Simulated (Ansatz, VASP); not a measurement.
# GeRh: VASP beside Ansatz

```xyz
8
Lattice="4.8113 0.0000 0.0000 0.0000 4.8113 0.0000 0.0000 0.0000 4.8113" Properties=species:S:1:pos:R:3 pbc="T T T"
Ge    0.7795    1.6261    3.1852
Ge    1.6261    3.1852    0.7795
Ge    3.1852    0.7795    1.6261
Ge    4.0317    4.0317    4.0317
Rh    4.1833    3.0336    1.7777
Rh    3.0336    1.7777    4.1833
Rh    1.7777    4.1833    3.0336
Rh    0.6279    0.6279    0.6279
```

Alike in both runs: functional LDA; k mesh 8 × 8 × 8; occupations gaussian, width 0.1 eV; no spin polarisation.

Ansatz relaxed the structure, and its values are those at the end. VASP's run is a single point on that final structure, the one shown.

|  | VASP | Ansatz |
| --- | --- | --- |
| version | VASP 6.6.1 | Ansatz 0.2.0 |
| potentials or method | VASP PAW LDA potentials, release 64 (Ge_d, Rh_pv), cutoff 520 eV | scalar-relativistic, plane waves, PAW |
| valence electrons in the cell | 116 | 124 |

VASP gave:

- gap on the k mesh at the Fermi level (eV): none
- pressure (GPa): 0.9
- rms of the force components (eV/Å): 0.019

Problem. What did Ansatz give for the same quantities?

Solution. gap on the k mesh at the Fermi level (eV): none; pressure (GPa): 0.0; rms of the force components (eV/Å): 0.000.

LDA's correlation is that of Perdew and Zunger in VASP and of Perdew and Wang (1992) in Ansatz. A gap of «none» marks a metal or a gap that the smearing closes. VASP's potentials hold 116 valence electrons a cell and Ansatz's 124, so a difference there can come from the potentials and not from the codes.
